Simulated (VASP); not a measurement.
Crystal: ZnO.

```
Zn O
1.0
     0.00000    2.13377    2.13377
     2.00788    0.00000    2.13377
     2.00788    2.13377    0.00000
Zn O
1 1
Direct
  0.00000 0.00000 0.00000
  0.50000 0.50000 0.50000
```

This cell differs from its parent crystal: uniaxial x strain -5.9%.

Base run:

```yaml
Program: VASP 6.6.1
Functional: PBE
Potentials_or_basis: VASP PAW PBE potentials, release 64 (Zn, O)
Cutoff: 520 eV
k_mesh: 10 × 10 × 10
Occupations: fermi-dirac, width 0.02 eV
Spin: no spin polarisation
```

Its results: band gap on the k mesh 1.06 eV, indirect (least direct gap 2.80 eV); pressure 24.8 GPa.

Task: The run is repeated on the same cell with these changes: functional from PBE to r2SCAN; occupations from fermi-dirac, width 0.02 eV to gaussian, width 0.01 eV. What comes out?

Result: Band gap on the k mesh 1.69 eV, indirect (least direct gap 3.50 eV); pressure 16.6 GPa.

Caveats: the PAW data sets were made with another functional, which shifts forces and pressure a little (some runs).

A k mesh can miss the band edges.
